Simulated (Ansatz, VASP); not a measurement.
# Two plane-wave programs on Be3ZnO

The input INCAR:

```
SYSTEM = Be3ZnO
PREC = Accurate ; ENCUT = 520
EDIFF = 1E-6 ; ISMEAR = 0
SIGMA = 0.1 ; LREAL = .False.
LASPH = .True. ; NELM = 100
ALGO = Normal ; ISIF = 2
LWAVE = .False. ; LCHARG = .True.
GGA = PE ; LELF = .True.
LVHAR = .True. ; NBANDS = 20
```

The input KPOINTS:

```
regular mesh
0
Gamma
  8 8 4
  0 0 0
```

POSCAR

```
Be3ZnO
1.0
    4.6900693344     -1.2873885618      0.0000000000
    4.6900693344      1.2873885618      0.0000000000
   -2.1187644563      0.0000000000      3.9266085084
Be Zn O
3 1 1
Direct
    0.8873773908      0.8873773908      0.7027871767
    0.6564627402      0.6564627402      0.1575659413
    0.3732787528      0.3732787528      0.2228207834
    0.1317454954      0.1317454954      0.6282191338
    0.4502581664      0.4502581664      0.9552736315
```

Input for Ansatz:

```yaml
crystal:
  lattice:
    - [4.6900693344, -1.2873885618, 0.0]
    - [4.6900693344, 1.2873885618, 0.0]
    - [-2.1187644563, 0.0, 3.9266085084]
  atoms:
    - { symbol: Be, position: [0.8873773908, 0.8873773908, 0.7027871767] }
    - { symbol: Be, position: [0.6564627402, 0.6564627402, 0.1575659413] }
    - { symbol: Be, position: [0.3732787528, 0.3732787528, 0.2228207834] }
    - { symbol: Zn, position: [0.1317454954, 0.1317454954, 0.6282191338] }
    - { symbol: O, position: [0.4502581664, 0.4502581664, 0.9552736315] }
basis:
  ecutwfc: 420
kpoints:
  mp_grid: { grid: [8, 8, 4] }
hamiltonian:
  xc: pbe
scf:
  occupations: { method: gaussian, width: 0.1 }
  lower_state_search: "off"
output:
  forces: true
  stress: true
  eigenvalues: true
```

Change from the starting cell: the structure that the rattled cell fell into.

Alike in both runs: task single point; functional PBE; k mesh 8 × 8 × 4; occupations gaussian, width 0.1 eV; no spin polarisation.

```csv
,VASP,Ansatz
version,VASP 6.6.1,Ansatz 0.2.0
potentials or method,"VASP PAW PBE potentials, release 64 (Be, Zn, O), cutoff 520 eV","scalar-relativistic, plane waves, PAW"
valence electrons in the cell,24,24
```

Ansatz gave:

```
gap on the k mesh at the Fermi level (eV)                     : none
pressure (GPa)                                                : 0.0
traceless stress, the component that is largest in VASP (GPa) : -0.32
rms of the force components (eV/Å)                            : 0.016
```

Question: What did VASP give for the same quantities?

Answer: gap on the k mesh at the Fermi level (eV): none; pressure (GPa): 0.3; traceless stress, the component that is largest in VASP (GPa): -0.26; rms of the force components (eV/Å): 0.028.

Atom by atom the forces differ by 0.015 eV/Å (rms over components). A gap of «none» marks a metal or a gap that the smearing closes.

The k mesh is coarse, so the values compare programs but aren't converged.
